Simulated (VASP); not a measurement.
Wanted: the native input for a VASP 6.6.1 run.

```
Task                   : single point
Functional             : PBE
Potentials or basis    : VASP PAW PBE potentials, release 64 (In_d)
Cutoff                 : 520 eV
k mesh                 : 12 × 12 × 12
Occupations            : fermi-dirac, width 0.05 eV
Spin                   : no spin polarisation
Dipole correction      : no
Further INCAR settings : ALGO = Normal; EDIFF = 1e-06; NBANDS = 12
```

The structure of In lies in POSCAR:

```
In
1.0
    2.3311723516      0.0000000000      0.0000000000
    0.0000000000      2.3311723516      0.0000000000
    0.0000000000      0.0000000000      2.3311723516
In
1
Direct
    0.0000000000      0.0000000000      0.0000000000
```

This cell differs from its parent crystal: volume scaled by 0.43.

These files were run (other wordings do the same):

INCAR

```
SYSTEM = In
PREC = Accurate
ENCUT = 520
EDIFF = 1E-6
ISMEAR = -1
SIGMA = 0.05
LREAL = .False.
LASPH = .True.
NELM = 80
ALGO = Normal
ISIF = 2
LWAVE = .False.
LCHARG = .True.
GGA = PE
LELF = .True.
LVHAR = .True.
NBANDS = 12
```

KPOINTS

```
regular mesh
0
Gamma
  12 12 12
  0 0 0
```

Potentials or basis: VASP PAW PBE potentials, release 64 (In_d).

Launch:

```bash
$ cat potpaw_PBE.64/In_d/POTCAR > POTCAR
$ mpirun -np 1 vasp_std > vasp.out
```

Results of the run:

```json
{"Pressure": "238.4 GPa"}
```

Wall time 4.6 s on 1 thread of Intel(R) Xeon(R) 6975P-C (Granite Rapids), with other jobs on the host, peak memory 0.12 GiB.
